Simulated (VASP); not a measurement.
Here is a VASP 6.6.1 calculation.

File INCAR:

```
ALGO = Normal
EDIFF = 1E-6
ENCUT = 520
GGA = PE
ISIF = 2
ISMEAR = 0
LASPH = T
LCHARG = F
LREAL = F
LWAVE = F
NBANDS = 24
NELM = 80
PREC = Accurate
SIGMA = 0.1
```

The input KPOINTS:

```
k-points
0
Gamma
  6 6 4
```

File POSCAR:

```
Sc2B2Sb
1.0
    4.2603099577      0.0000000000      0.0000000000
   -2.1301549789      3.6895366514      0.0000000000
    0.0000000000      0.0000000000      5.3204225668
Sc B Sb
2 2 1
Direct
    0.6666666667      0.3333333333      0.2912992761
    0.3333333333      0.6666666667      0.7087007239
    0.6666666667      0.3333333333      0.7431456628
    0.3333333333      0.6666666667      0.2568543372
    0.0000000000      0.0000000000      0.0000000000
```

Potentials or basis: VASP PAW PBE potentials, release 64 (Sc_sv, B, Sb).

Command:

```bash
$ cat potpaw_PBE.64/Sc_sv/POTCAR potpaw_PBE.64/B/POTCAR potpaw_PBE.64/Sb/POTCAR > POTCAR
$ mpirun -np 1 vasp_std > vasp.out
```

Estimate the largest force.

0.027 eV/Å.

Predict the band gap on the k mesh.

zero (an odd number of electrons rules out a gap without spin polarisation).

Stress tensor (GPa, compression positive):
```
0.22 0.00 0.00
0.00 0.22 0.00
0.00 0.00 0.44
```

Caveat: spin-orbit coupling is left out, which moves the levels of the heavy elements; an odd number of electrons without spin polarisation forces a metal; a magnetic or distorted state may lie lower.
